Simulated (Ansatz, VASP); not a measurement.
One calculation of Yb, two programs

Contents of INCAR:

```
SYSTEM = Yb
PREC = Accurate
ENCUT = 520
EDIFF = 1E-6
ISMEAR = -1
SIGMA = 0.1
LREAL = .False.
LASPH = .True.
NELM = 80
ALGO = Normal
ISIF = 2
LWAVE = .False.
LCHARG = .True.
GGA = RE
LELF = .True.
LVHAR = .True.
NBANDS = 18
```

Contents of KPOINTS:

```
regular mesh
0
Gamma
  10 10 10
  0 0 0
```

The input POSCAR:

```
Yb
1.0
    3.5737938720      0.0000000000      0.0000000000
    0.0000000000      3.5737938720      0.0000000000
    0.0000000000      0.0000000000      3.5737938720
Yb
1
Direct
    0.0000000000      0.0000000000      0.0000000000
```

Input for Ansatz:

```yaml
crystal:
  lattice:
    - [3.573793872, 0.0, 0.0]
    - [0.0, 3.573793872, 0.0]
    - [0.0, 0.0, 3.573793872]
  atoms:
    - { symbol: Yb, position: [0.0, 0.0, 0.0] }
hamiltonian:
  xc: revpbe
  pseudopotentials:
    kind: paw
    azcp:
      Yb: "pseudopotentials/Yb.paw.azcp"
basis:
  ecutwfc: 420
  fft_grid_basis: typed
kpoints:
  mp_grid: { grid: [10, 10, 10], shift: [0, 0, 0] }
magnetization:
  spin_polarized: false
scf:
  occupations: { method: fermi_dirac, width: 0.1 }
  lower_state_search: "off"
output:
  stress: true
```

Alike in both runs: task single point; functional revPBE; k mesh 10 × 10 × 10; occupations fermi-dirac, width 0.1 eV; no spin polarisation.

```csv
,VASP,Ansatz
version,VASP 6.6.1,Ansatz 0.2.0
potentials or method,"VASP PAW PBE potentials, release 64 (Yb), cutoff 520 eV","plane waves (420 eV) with PAW, scalar-relativistic"
valence electrons in the cell,24,24
```

Ansatz gave:

```
pressure (GPa) : -0.7
```

Q: Estimate VASP's values.

A: Pressure (GPa): -0.6.

VASP's potentials were made for PBE, not for revPBE. The functional is the same, so the differences come from potentials, cutoffs and numerics.

Spin-orbit coupling is off throughout.
